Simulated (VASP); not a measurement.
# Na (P6_3/mmc) in VASP: notebook

Runs on Na. Level: LDA. Tasks: single point.

Program: VASP 6.6.1. These are calculated values, not measurements. Logs are shortened: lines on timing, memory, paths and dates and some standing lists are left out, and cuts for length are marked.

## 1. The cell of the first run

The structure is hexagonal, space group P6_3/mmc (No. 194). Conventional cell: a = 3.706 Å, b = 3.706 Å, c = 6.357 Å, α = 90.00°, β = 90.00°, γ = 120.00°. Within 4.9 Å of Na (site symmetry -6m2) lie 12 Na at 3.71 to 3.83 Å.

## 2. Single point, LDA

Input file INCAR:

```
SYSTEM = Na
PREC = Accurate
ENCUT = 520
EDIFF = 1E-7
ISMEAR = 0
SIGMA = 0.15
LREAL = .False.
LASPH = .True.
NELM = 100
ALGO = Fast
ISIF = 2
LWAVE = .False.
LCHARG = .True.
GGA = CA
LELF = .True.
LVHAR = .True.
NBANDS = 14
```

Input file KPOINTS:

```
regular mesh
0
Gamma
  18 18 10
  0 0 0
```

Input file POSCAR:

```
Na
1.0
    3.7062322905      0.0000000000      0.0000000000
   -1.8531161453      3.2096913159      0.0000000000
    0.0000000000      0.0000000000      6.3574608042
Na
2
Direct
    0.3333333333      0.6666666667      0.2500000000
    0.6666666667      0.3333333333      0.7500000000
```

Potentials or basis: VASP PAW LDA potentials, release 64 (Na_pv).

Command:

```sh
$ cat potpaw_LDA.64/Na_pv/POTCAR > POTCAR
$ mpirun -np 1 vasp_std > vasp.out
```

OUTCAR:

```text
SYSTEM = Na
   PREC = Accurate
   ENCUT = 520
   EDIFF = 1E-7
   ISMEAR = 0
   LREAL = .False.
   LASPH = .True.
   NELM = 100
   ISIF = 2
   GGA = CA

 ion  position               nearest neighbor table
   1  0.333  0.667  0.250-
   2  0.667  0.333  0.750-

  LATTYP: Found a hexagonal cell.
 ALAT       =     3.7062322905
 C/A-ratio  =     1.7153433206

  Lattice vectors:

 A1 = (   3.7062322905,   0.0000000000,   0.0000000000)
 A2 = (  -1.8531161453,   3.2096913159,   0.0000000000)
 A3 = (   0.0000000000,   0.0000000000,   6.3574608042)

Analysis of symmetry for initial positions (statically):
=====================================================================
 Subroutine PRICEL returns:
 Original cell was already a primitive cell.

 Routine SETGRP: Setting up the symmetry group for a
 hexagonal supercell.

 Subroutine GETGRP returns: Found 24 space group operations
 (whereof 12 operations were pure point group operations)
 out of a pool of 24 trial point group operations.

The static configuration has the point symmetry D_3d.
 The point group associated with its full space group is D_6h.

Analysis of symmetry for dynamics (positions and initial velocities):
=====================================================================
 Subroutine PRICEL returns:
 Original cell was already a primitive cell.

 Routine SETGRP: Setting up the symmetry group for a
 hexagonal supercell.

 Subroutine GETGRP returns: Found 24 space group operations
 (whereof 12 operations were pure point group operations)
 out of a pool of 24 trial point group operations.

The dynamic configuration has the point symmetry D_3d.
 The point group associated with its full space group is D_6h.

 Subroutine INISYM returns: Found 24 space group operations
 (whereof 12 operations are pure point group operations),
 and found     1 'primitive' translations

----------------------------------------------------------------------------------------

                                     Primitive cell

  volume of cell :      75.6275

  direct lattice vectors                    reciprocal lattice vectors
     3.706232291  0.000000000  0.000000000     0.269815792  0.155778220  0.000000000
    -1.853116145  3.209691316  0.000000000     0.000000000  0.311556440  0.000000000
     0.000000000  0.000000000  6.357460804     0.000000000  0.000000000  0.157295504

  length of vectors
     3.706232291  3.706232291  6.357460804     0.311556440  0.311556440  0.157295504

  position of ions in fractional coordinates (direct lattice)
     0.333333333  0.666666667  0.250000000
     0.666666667  0.333333333  0.750000000

  ion indices of the primitive-cell ions
   primitive index   ion index
                 1           1
                 2           2

----------------------------------------------------------------------------------------

 KPOINTS: regular mesh

Automatic generation of k-mesh.
 Grid dimensions read from file:
 generate k-points for:   18   18   10

 Generating k-lattice:

  Cartesian coordinates                     Fractional coordinates (reciprocal lattice)
     0.014989766  0.008654346  0.000000000     0.055555556 -0.000000000  0.000000000
     0.000000000  0.017308691  0.000000000     0.000000000  0.055555556  0.000000000
     0.000000000  0.000000000  0.015729550     0.000000000  0.000000000  0.100000000

  Length of vectors
     0.017308691  0.017308691  0.015729550

  Shift w.r.t. Gamma in fractional coordinates (k-lattice)
     0.000000000  0.000000000  0.000000000

 Subroutine IBZKPT returns following result:
 ===========================================

 Found    222 irreducible k-points:

 Following reciprocal coordinates:
            Coordinates               Weight
  0.000000  0.000000  0.000000      1.000000
  0.055556  0.000000  0.000000      6.000000
  0.111111  0.000000  0.000000      6.000000
  0.166667 -0.000000  0.000000      6.000000
  0.222222 -0.000000  0.000000      6.000000
  0.277778  0.000000  0.000000      6.000000
[... 16 lines left out ...]
  0.333333  0.111111  0.000000     12.000000
  0.388889  0.111111  0.000000     12.000000
 [... further k-points ...]
   k-points           NKPTS =    222   k-points in BZ     NKDIM =    222   number of bands    NBANDS=     14
   number of dos      NEDOS =    301   number of ions     NIONS =      2
   total plane-waves  NPLWV =  37632
   dimension x,y,z NGX =    28 NGY =   28 NGZ =   48
   dimension x,y,z NGXF=    56 NGYF=   56 NGZF=   96
   ions per type =               2
   NGX,Y,Z   is equivalent  to a cutoff of  12.56, 12.56, 12.55 a.u.
   NGXF,Y,Z  is equivalent  to a cutoff of  25.12, 25.12, 25.10 a.u.
 SYSTEM =  Na
   PREC   = accura    normal or accurate (medium, high low for compatibility)
   ISTART =      0    job   : 0-new  1-cont  2-samecut
   ICHARG =      2    charge: 1-file 2-atom 10-const
   ISPIN  =      1    spin polarized calculation?
   LNONCOLLINEAR =      F non collinear calculations
   LSORBIT =      F    spin-orbit coupling
   LASPH  =      T    aspherical Exc in radial PAW
   ENCUT  =  520.0 eV  38.22 Ry    6.18 a.u.   6.89  6.89 11.82*2*pi/ulx,y,z
   NELM   =    100;   NELMIN=  2; NELMDL= -5     # of ELM steps
   EDIFF  = 0.1E-06   stopping-criterion for ELM
   LREAL  =      F    real-space projection
   EDIFFG = 0.1E-05   stopping-criterion for IOM
   NSW    =      0    number of steps for IOM
   IBRION =     -1    ionic relax: 0-MD 1-quasi-New 2-CG
   NFREE  =      0    steps in history (QN), initial steepest desc. (CG)
   ISIF   =      2    stress and relaxation
   ISYM   =      2    0-nonsym 1-usesym 2-fastsym
   POTIM  = 0.5000    time-step for ionic-motion
   TEBEG  =    0.0;   TEEND  =   0.0 temperature during run
   PSTRESS=    0.0 pullay stress
   NELECT =      14.0000    total number of electrons
   NUPDOWN=      -1.0000    fix difference up-down
   EMIN   =  10.00;   EMAX   =-10.00  energy-range for DOS
   EFERMI =   0.00;   METHOD = LEGACY
   ISMEAR =     0;   SIGMA  =   0.15  broadening in eV -4-tet -1-fermi 0-gaus
   EFERMI_NEDOS =   21; number of points for ismear=-14 and -15
   IALGO  =     68    algorithm
   IMIX   =      4    mixing-type and parameters
     AMIX     =   0.40;   BMIX     =  1.00
     AMIX_MAG =   1.60;   BMIX_MAG =  1.00
  volume/ion in A,a.u.               =      37.81       255.18
  Fermi-wavevector in a.u.,A,eV,Ry     =   0.933020  1.763152 11.844231  0.870526
  Thomas-Fermi vector in A             =   2.059678
   LORBIT       =      0    0 simple, 1 ext, 2 COOP (PROOUT), +10 PAW based schemes
   GGA     = CA    functional components
   LHFCALC =     F    Hartree Fock is set to
   AEXX    =    0.0000 exact exchange contribution
   IVDW    =     0    specifies the selected vdW correction
   LEPSILON=     F    determine dielectric tensor
   LRPA    =     F    only Hartree local field effects (RPA)
 non-spin polarized calculation
 RMM-DIIS sequential band-by-band and
 Gauss-broadening in eV      SIGMA  =   0.15
  energy-cutoff  :      520.00
  volume of cell :       75.63
 maximum number of plane-waves:      2064
 NGX is ok and might be reduce to    28

 number of electron      13.9999991 magnetization

 Free energy of the ion-electron system (eV)
  ---------------------------------------------------
  ext. energy  EPLUGINS =         0.00000000
  ---------------------------------------------------
  free energy    TOTEN  =        -2.88371838 eV

  energy without entropy =       -2.87340842  energy(sigma->0) =       -2.87856340

 E-fermi :   0.1051     XC(G=0):  -6.6719

 val. band max:        0.0948249051   @ k =   0.2778   0.0556   0.3000
 cond. band min:       0.1123799918   @ k =   0.1667   0.1111   0.2000
 fundamental gap:      0.0175550866
 Fermi energy:         0.1050985565

 k-point     1 :       0.0000    0.0000    0.0000
  band No.  band energies     occupation
      1     -24.8813      2.00000
      2     -24.8568      2.00000
      3     -24.8568      2.00000
      4     -24.8533      2.00000
      5     -24.8533      2.00000
      6     -24.8525      2.00000
      7      -3.1361      2.00000
      8       0.4864      0.00032
      9       0.7029      0.00000
     10      10.1991      0.00000
     11      10.3417      0.00000
     12      10.3417      0.00000
     13      10.6680      0.00000
     14      10.6680      0.00000

 k-point     2 :       0.0556    0.0000    0.0000
  band No.  band energies     occupation
      1     -24.8810      2.00000
      2     -24.8577      2.00000
      3     -24.8570      2.00000
      4     -24.8542      2.00000
      5     -24.8535      2.00000
      6     -24.8525      2.00000
      7      -3.0895      2.00000
      8       0.5279      0.00007
      9       0.7490      0.00000
     10       9.2617      0.00000
     11       9.8505      0.00000
     12      10.1681      0.00000
     13      10.7101      0.00000
     14      11.2468      0.00000

 k-point     3 :       0.1111    0.0000    0.0000
  band No.  band energies     occupation
      1     -24.8800      2.00000
      2     -24.8602      2.00000
      3     -24.8578      2.00000
      4     -24.8568      2.00000
      5     -24.8540      2.00000
      6     -24.8528      2.00000
      7      -2.9500      2.00000
      8       0.6523      0.00000
      9       0.8864      0.00000
     10       7.9832      0.00000
     11       9.2932      0.00000
     12       9.6069      0.00000
     13      10.6648      0.00000
     14      11.1980      0.00000
[... 324 lines left out ...]
 k-point    23 :       0.3333    0.1111    0.0000
  band No.  band energies     occupation
      1     -24.8826      2.00000
      2     -24.8791      2.00000
      3     -24.8692      2.00000
      4     -24.8659      2.00000
      5     -24.8607      2.00000
      6     -24.8571      2.00000
      7      -0.7667      2.00000
      8       2.2386      0.00000
      9       2.6556      0.00000
     10       3.2111      0.00000
     11       5.3062      0.00000
     12       5.6904      0.00000
     13       6.6618      0.00000
     14       8.7424      0.00000

 k-point    24 :       0.3889    0.1111    0.0000
  band No.  band energies     occupation
      1     -24.8850      2.00000
      2     -24.8811      2.00000
      3     -24.8675      2.00000
      4     -24.8669      2.00000
      5     -24.8614      2.00000
      6     -24.8581      2.00000
      7      -0.1032      1.95042
      8       1.4467      0.00000
      9       3.2854      0.00000
     10       3.7013      0.00000
     11       4.8031      0.00000
     12       4.8750      0.00000
     13       6.1596      0.00000
     14       8.6134      0.00000

 [... further k-points ...]
[... 5 lines left out ...]
  --------------------------------------------------------------------------------------
  -------------------------------------------------------------------------------------
  Total       -0.3359510     -0.3359510     -0.5789981      0.0000000     -0.0000000      0.0000000
  in kB       -7.1171641     -7.1171641    -12.2661468      0.0000000     -0.0000000      0.0000000
  external PRESSURE =      -8.8334916 kB  Pullay stress =       0.0000000 kB

 VOLUME and BASIS-vectors are now :
 -----------------------------------------------------------------------------
  energy-cutoff  :      520.00
  volume of cell :       75.63
      direct lattice vectors                 reciprocal lattice vectors
     3.706232291  0.000000000  0.000000000     0.269815792  0.155778220  0.000000000
    -1.853116145  3.209691316  0.000000000     0.000000000  0.311556440  0.000000000
     0.000000000  0.000000000  6.357460804     0.000000000  0.000000000  0.157295504

 POSITION                                       TOTAL-FORCE (eV/Angst)
 -----------------------------------------------------------------------------------
     -0.00000      2.13979      1.58937         0.000000      0.000000      0.000000
      1.85312      1.06990      4.76810         0.000000     -0.000000      0.000000
 -----------------------------------------------------------------------------------
    total drift:                               -0.000000      0.000000     -0.000000

  FREE ENERGIE OF THE ION-ELECTRON SYSTEM (eV)
  ---------------------------------------------------
  free  energy   TOTEN  =        -2.8837183758 eV

  energy  without entropy=       -2.8734084180  energy(sigma->0) =       -2.87856340
```

It took 2.5 min on 1 thread of Intel Xeon Platinum 8488C (Sapphire Rapids), shared host; peak memory 0.27 GiB.

Results:

```yaml
Free_energy: -2.8837 eV
Pressure: -0.9 GPa
Band_gap_on_the_k_mesh: zero (band 7 reaches 2.25 eV, above the bottom of band 8 at -2.18 eV)
```

Stress tensor (GPa, compression positive):
```
-0.71  0.00  0.00
 0.00 -0.71  0.00
 0.00  0.00 -1.23
```

## 3. Single point, LDA

This run uses another cell than the first one, of the same volume but with other edges.

Input file INCAR:

```
SYSTEM = Na
ALGO = Fast
EDIFF = 1E-6
ENCUT = 520
GGA = CA
ISIF = 2
ISMEAR = 0
LASPH = .True.
LCHARG = .False.
LREAL = .False.
LWAVE = .False.
NBANDS = 14
NELM = 100
PREC = Accurate
SIGMA = 0.15
```

Input file KPOINTS:

```
k-points
0
Gamma
  18 18 10
  0 0 0
```

Input file POSCAR:

```
Na
1.0
    4.0578788133      0.0000000000      0.0000000000
   -2.0289394067      3.5142261378      0.0000000000
    0.0000000000      0.0000000000      5.3033564330
Na
2
Direct
    0.3333333333      0.6666666667      0.2500000000
    0.6666666667      0.3333333333      0.7500000000
```

Potentials or basis: VASP PAW LDA potentials, release 64 (Na_pv).

Command:

```sh
$ cat potpaw_LDA.64/Na_pv/POTCAR > POTCAR
$ mpirun -np 1 vasp_std > vasp.out
```

OUTCAR:

```text
SYSTEM = Na
   EDIFF = 1E-6
   ENCUT = 520
   GGA = CA
   ISIF = 2
   ISMEAR = 0
   LASPH = .True.
   LREAL = .False.
   NELM = 100
   PREC = Accurate

 ion  position               nearest neighbor table
   1  0.333  0.667  0.250-
   2  0.667  0.333  0.750-

  LATTYP: Found a hexagonal cell.
 ALAT       =     4.0578788133
 C/A-ratio  =     1.3069282443

  Lattice vectors:

 A1 = (   4.0578788133,   0.0000000000,   0.0000000000)
 A2 = (  -2.0289394067,   3.5142261378,   0.0000000000)
 A3 = (   0.0000000000,   0.0000000000,   5.3033564330)

Analysis of symmetry for initial positions (statically):
=====================================================================
 Subroutine PRICEL returns:
 Original cell was already a primitive cell.

 Routine SETGRP: Setting up the symmetry group for a
 hexagonal supercell.

 Subroutine GETGRP returns: Found 24 space group operations
 (whereof 12 operations were pure point group operations)
 out of a pool of 24 trial point group operations.

The static configuration has the point symmetry D_3d.
 The point group associated with its full space group is D_6h.

[... 166 lines left out ...]
 fundamental gap:      0.0215816621
 Fermi energy:         0.1086140322

 k-point     1 :       0.0000    0.0000    0.0000
  band No.  band energies     occupation
      1     -24.9330      2.00000
      2     -24.8951      2.00000
      3     -24.8951      2.00000
      4     -24.8820      2.00000
      5     -24.8812      2.00000
      6     -24.8812      2.00000
      7      -3.1352      2.00000
      8       1.8844      0.00000
      9       2.4358      0.00000
     10       8.2513      0.00000
     11       8.2513      0.00000
     12       8.2563      0.00000
     13       8.2563      0.00000
     14       9.3696      0.00000
[... 377 lines left out ...]
      1     -24.9145      2.00000
      2     -24.9057      2.00000
      3     -24.9002      2.00000
      4     -24.8977      2.00000
      5     -24.8934      2.00000
      6     -24.8817      2.00000
      7      -0.5931      2.00000
      8       0.7274      0.00000
      9       3.8055      0.00000
     10       4.1546      0.00000
     11       5.2077      0.00000
     12       5.3934      0.00000
     13       6.4088      0.00000
     14       8.3679      0.00000

 [... further k-points ...]
[... 5 lines left out ...]
  --------------------------------------------------------------------------------------
  -------------------------------------------------------------------------------------
  Total       -0.5669145     -0.5669145      0.0889990      0.0000000     -0.0000000      0.0000000
  in kB      -12.0101527    -12.0101527      1.8854538      0.0000000     -0.0000000      0.0000000
  external PRESSURE =      -7.3782838 kB  Pullay stress =       0.0000000 kB

 VOLUME and BASIS-vectors are now :
 -----------------------------------------------------------------------------
  energy-cutoff  :      520.00
  volume of cell :       75.63
      direct lattice vectors                 reciprocal lattice vectors
     4.057878813  0.000000000  0.000000000     0.246434171  0.142278835  0.000000000
    -2.028939407  3.514226138  0.000000000     0.000000000  0.284557670  0.000000000
     0.000000000  0.000000000  5.303356433     0.000000000  0.000000000  0.188559832

 POSITION                                       TOTAL-FORCE (eV/Angst)
 -----------------------------------------------------------------------------------
     -0.00000      2.34282      1.32584        -0.000000      0.000000      0.000000
      2.02894      1.17141      3.97752         0.000000      0.000000     -0.000000
 -----------------------------------------------------------------------------------
    total drift:                               -0.000000      0.000000     -0.000000

  FREE ENERGIE OF THE ION-ELECTRON SYSTEM (eV)
  ---------------------------------------------------
  free  energy   TOTEN  =        -2.8287456033 eV

  energy  without entropy=       -2.8183140561  energy(sigma->0) =       -2.82352983
```

OSZICAR:

```text
N       E                     dE             d eps       ncg     rms          rms(c)
DAV:   1     0.986111557630E+02    0.98611E+02   -0.76202E+03  6224   0.946E+02
DAV:   2     0.805369091350E+00   -0.97806E+02   -0.96757E+02  6450   0.270E+02
DAV:   3    -0.278171206237E+01   -0.35871E+01   -0.35837E+01  7884   0.597E+01
DAV:   4    -0.283085161529E+01   -0.49140E-01   -0.49137E-01  7094   0.753E+00
DAV:   5    -0.283194387123E+01   -0.10923E-02   -0.10922E-02  7982   0.113E+00    0.272E-01
RMM:   6    -0.282988153147E+01    0.20623E-02   -0.12089E-03  7844   0.401E-01    0.178E-01
RMM:   7    -0.282874230733E+01    0.11392E-02   -0.17872E-03  7910   0.391E-01    0.300E-02
RMM:   8    -0.282873243113E+01    0.98762E-05   -0.43842E-04  7869   0.363E-01    0.599E-03
RMM:   9    -0.282874202843E+01   -0.95973E-05   -0.10330E-04  8810   0.122E-01    0.450E-03
RMM:  10    -0.282874485558E+01   -0.28272E-05   -0.39074E-05  8197   0.109E-01    0.360E-03
RMM:  11    -0.282874512338E+01   -0.26780E-06   -0.14459E-05  8700   0.470E-02    0.854E-04
RMM:  12    -0.282874560326E+01   -0.47988E-06   -0.49912E-06  5440   0.314E-02
   1 F= -.28287456E+01 E0= -.28235298E+01  d E =-.104315E-01
```

It took 2.5 min on 1 thread of Intel Xeon Platinum 8488C (Sapphire Rapids), shared host; peak memory 0.27 GiB.

Results:

| Quantity | Value |
| --- | --- |
| Free energy | -2.8287 eV |
| Pressure | -0.7 GPa |
| Band gap on the k mesh | zero (band 7 reaches 1.83 eV, above the bottom of band 8 at -1.77 eV) |

Stress tensor (GPa, compression positive):
```
-1.20  0.00  0.00
 0.00 -1.20  0.00
 0.00  0.00  0.19
```
